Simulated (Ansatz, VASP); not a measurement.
**SnTe: VASP beside Ansatz**

```
Sn Te
1.0
     0.00000    3.18933    3.18933
     3.18933    0.00000    3.18933
     3.18933    3.18933    0.00000
Sn Te
1 1
Direct
  0.00000 0.00000 0.00000
  0.50000 0.50000 0.50000
```

Alike in both runs: task single point; functional PBE; k mesh 6 × 6 × 6; occupations fermi-dirac, width 0.02 eV; no spin polarisation.

|  | VASP | Ansatz |
| --- | --- | --- |
| version | VASP 6.6.1 | Ansatz 0.2.0 |
| potentials or method | VASP PAW PBE potentials, release 64 (Sn_d, Te) | plane waves |
| plane-wave cutoff (eV) | 500 | 420 |
| valence electrons in the cell | 20 | 30 |

|  | VASP | Ansatz | Ansatz less VASP |
| --- | --- | --- | --- |
| pressure (GPa) | 0.6 | 0.6 | +0.07 |

VASP's potentials hold 20 valence electrons a cell and Ansatz's 30, so a difference there can come from the potentials and not from the codes.

Spin-orbit coupling is off throughout.
